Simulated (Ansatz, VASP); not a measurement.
Two plane-wave programs on TiSi3O8

POSCAR

```
TiSi3O8
1.0
    3.0057199854     -3.0576756761      0.0000000000
    3.0057199854      3.0576756761      0.0000000000
    0.0000000000      0.0000000000      5.5039104865
Si Ti O
3 1 8
Direct
    0.5000000000      0.5000000000      0.2559215287
    0.5000000000      0.5000000000      0.7440784713
    0.0000000000      0.0000000000      0.5000000000
    0.0000000000      0.0000000000      0.0000000000
    0.2009395755      0.2009395755      0.2679688979
    0.7990604245      0.7990604245      0.2679688979
    0.6815447404      0.3184552596      0.0000000000
    0.3184552596      0.6815447404      0.0000000000
    0.2009395755      0.2009395755      0.7320311021
    0.7990604245      0.7990604245      0.7320311021
    0.6945064631      0.3054935369      0.5000000000
    0.3054935369      0.6945064631      0.5000000000
```

INCAR.step1

```
ALGO = Normal
EDIFF = 1E-4
ENCUT = 520
GGA = PE
ISMEAR = 0
LASPH = True
LCHARG = False
LREAL = False
LWAVE = True
NBANDS = 48
NELM = 80
PREC = Accurate
SIGMA = 0.01
```

INCAR.step2

```
ALGO = Normal
EDIFF = 1E-7
ENCUT = 520
ISIF = 2
ISMEAR = 0
ISTART = 1
LASPH = True
LCHARG = False
LMIXTAU = True
LREAL = False
LWAVE = False
METAGGA = R2SCAN
NBANDS = 48
NELM = 80
PREC = Accurate
SIGMA = 0.01
```

File KPOINTS:

```
k-points
0
Gamma
  6 6 6
```

Input for Ansatz:

```yaml
crystal:
  lattice:
    - [3.0057199854, -3.0576756761, 0.0]
    - [3.0057199854, 3.0576756761, 0.0]
    - [0.0, 0.0, 5.5039104865]
  atoms:
    - { symbol: Si, position: [0.5, 0.5, 0.2559215287] }
    - { symbol: Ti, position: [0.0, 0.0, 0.0] }
    - { symbol: O, position: [0.2009395755, 0.2009395755, 0.2679688979] }
    - { symbol: O, position: [0.7990604245, 0.7990604245, 0.2679688979] }
    - { symbol: O, position: [0.6815447404, 0.3184552596, 0.0] }
    - { symbol: O, position: [0.3184552596, 0.6815447404, 0.0] }
    - { symbol: Si, position: [0.5, 0.5, 0.7440784713] }
    - { symbol: Si, position: [0.0, 0.0, 0.5] }
    - { symbol: O, position: [0.2009395755, 0.2009395755, 0.7320311021] }
    - { symbol: O, position: [0.7990604245, 0.7990604245, 0.7320311021] }
    - { symbol: O, position: [0.6945064631, 0.3054935369, 0.5] }
    - { symbol: O, position: [0.3054935369, 0.6945064631, 0.5] }
kpoints:
  mp_grid: { grid: [6, 6, 6] }
  band_path:
    path:
      - [0.0, 0.0, 0.0]
      - [-0.5, 0.5, 0.0]
      - [-0.4915762358, 0.5084237642, 0.0]
      - [0.4915762358, 0.4915762358, 0.0]
      - [0.0, 0.0, 0.5]
      - [0.4915762358, 0.4915762358, 0.5]
      - [-0.4915762358, 0.5084237642, 0.5]
      - [-0.5, 0.5, 0.5]
      - [0.0, 0.5, 0.0]
    npoints: 1
hamiltonian:
  xc: r2scan
scf:
  occupations: { method: fixed }
  n_extra_bands: 7
output:
  forces: true
  stress: true
  eigenvalues: true
  write_density: true
  write_potential: true
  elf: true
  volumetric_format: npy
```

Alike in both runs: task single point; functional r2SCAN; k mesh 6 × 6 × 6; no spin polarisation.

|  | VASP | Ansatz |
| --- | --- | --- |
| version | VASP 6.6.1 | Ansatz 0.2.0 |
| potentials or method | VASP PAW PBE potentials, release 64 (Si, Ti_sv, O) | plane waves, PAW |
| plane-wave cutoff (eV) | 520 | 500 |
| occupations | gaussian, width 0.01 eV | fixed |
| valence electrons in the cell | 72 | 72 |

|  | VASP | Ansatz | Ansatz less VASP |
| --- | --- | --- | --- |
| gap on the k mesh at the Fermi level (eV) | 2.25 | 2.23 | -0.022 |
| pressure (GPa) | 0.7 | 0.0 | -0.67 |
| rms of the force components (eV/Å) | 0.024 | 0.000 | -0.0240 |

VASP's potentials were made for PBE, not for r2SCAN.
